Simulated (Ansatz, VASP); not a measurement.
**Two plane-wave programs on AlGa2N3**

```xyz
12
Lattice="3.1619 0.0101 -0.0310 -0.0201 -6.2839 -0.0292 -1.5103 1.5350 -6.6428" Properties=species:S:1:pos:R:3 pbc="T T T"
Al    1.3627   -4.8835   -0.1790
Al    1.3826   -1.7650    0.0730
Ga    0.4875   -3.2619   -2.3665
Ga    0.0292    0.0637   -2.1449
Ga    1.3369   -4.5975   -4.5319
Ga    1.6067   -1.4516   -4.5665
N     0.1232   -4.7663   -1.1271
N    -0.1083   -1.5578   -0.7610
N     0.1631   -4.5228   -5.6830
N     0.3137   -1.2175   -5.6070
N     1.7185   -3.3943   -3.3890
N     1.2973   -0.1894   -3.2840
```

Change from the starting cell: cell x2, atoms moved at random (sigma 0.15 Å) and cell strained at random (1.5 %), then relaxed without symmetry.

Alike in both runs: task relaxation of cell and atoms; functional PBE; k mesh 4 × 2 × 4; occupations gaussian, width 0.1 eV; no spin polarisation.

|  | VASP | Ansatz |
| --- | --- | --- |
| version | VASP 6.6.1 | Ansatz 0.2.0 |
| potentials or method | VASP PAW PBE potentials, release 64 (Al, Ga_d, N), cutoff 600 eV | scalar-relativistic, plane waves, PAW |
| valence electrons in the cell | 88 | 88 |

```tsv
	VASP	Ansatz	Ansatz less VASP
gap on the k mesh at the Fermi level, each at its own relaxed structure (eV)	2.25	2.24	-0.011
relaxed volume (Å³/atom)	11.37	11.38	+0.012
relaxed cell length with the largest relative difference (Å)	3.188	3.189	+0.0015
```

The k mesh is coarse, so the values compare programs but aren't converged.
